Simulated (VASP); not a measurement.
Crystal: TaRu.

```
Ta Ru
1.0
     3.00601    0.00000    0.00000
     0.00000    3.00601    0.00000
     0.00000    0.00000    3.36163
Ta Ru
1 1
Direct
  0.50000 0.50000 0.50000
  0.00000 0.00000 0.00000
```

Base run:

| Quantity | Value |
| --- | --- |
| Program | VASP 6.6.1 |
| Functional | LDA |
| Potentials or basis | VASP PAW LDA potentials, release 64 (Ta_pv, Ru_pv) |
| Cutoff | 520 eV |
| k mesh | 14 × 14 × 12 |
| Occupations | fermi-dirac, width 0.15 eV |
| Spin | no spin polarisation |

Its results: pressure 1.0 GPa.

Task: The run is repeated on the same cell with these changes: potentials or basis from VASP PAW LDA potentials, release 64 (Ta_pv, Ru_pv) to VASP PAW LDA potentials, release 64 (Ta_sv_GW, Ru_sv); cutoff from 520 eV to 600 eV; further incar settings from ALGO = Fast; EDIFF = 1e-06; NBANDS = 20 to ALGO = Normal; EDIFF = 1e-06; NBANDS = 22; valence electrons from 25 to 29. What comes out?

Result: Pressure 0.5 GPa.
